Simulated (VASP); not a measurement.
Runs of VASP 6.6.1 on LaSiO. The structure is that of space group P4/mmm (No. 123), or close to it. The cells are those of the table. The cell was generated, and may not be a known phase.

| task | cell | k mesh | cutoff (eV) | gap on the mesh (eV) | pressure (GPa) | relaxed volume (Å³/atom) |
| --- | --- | --- | --- | --- | --- | --- |
| relaxation of cell and atoms | relaxed from a = 4.369, b = 4.369, c = 3.563 Å, 3 atoms | 4 × 4 × 6 | 600 | none | 0.0 | 22.19 |
| single point | a = 4.369, b = 4.369, c = 3.563 Å, 3 atoms | 4 × 4 × 6 | 520 | none | 0.9 | - |
| single point | a = 4.204, b = 4.204, c = 3.771 Å, 3 atoms | 12 × 12 × 12 | 520 | none | 0.0 | - |
| relaxation of cell and atoms | relaxed from a = 4.196, b = 4.196, c = 3.778 Å, 3 atoms | 12 × 12 × 12 | 600 | none | 0.0 | (a) |
| single point | a = 4.196, b = 4.196, c = 3.778 Å, 3 atoms | 4 × 4 × 6 | 520 | none | 0.1 | - |

Alike in all rows: level PBE; potentials or basis VASP PAW PBE potentials, release 64 (La, Si, O); no spin polarisation; smearing gaussian 0.1 eV.

Q: Fill in the values left out.

A: (a) 22.18.

Caveats: some runs use coarse meshes; spin-orbit coupling is left out, which moves the levels of the heavy elements; an odd number of electrons without spin polarisation forces a metal; a magnetic or distorted state may lie lower; the stress differs along the axes, from -4 to 11 GPa (at least some runs).

A k mesh can miss the band edges, and the runs leave out spin-orbit coupling on La.

A gap of «none» marks levels without a gap at the run's occupations.
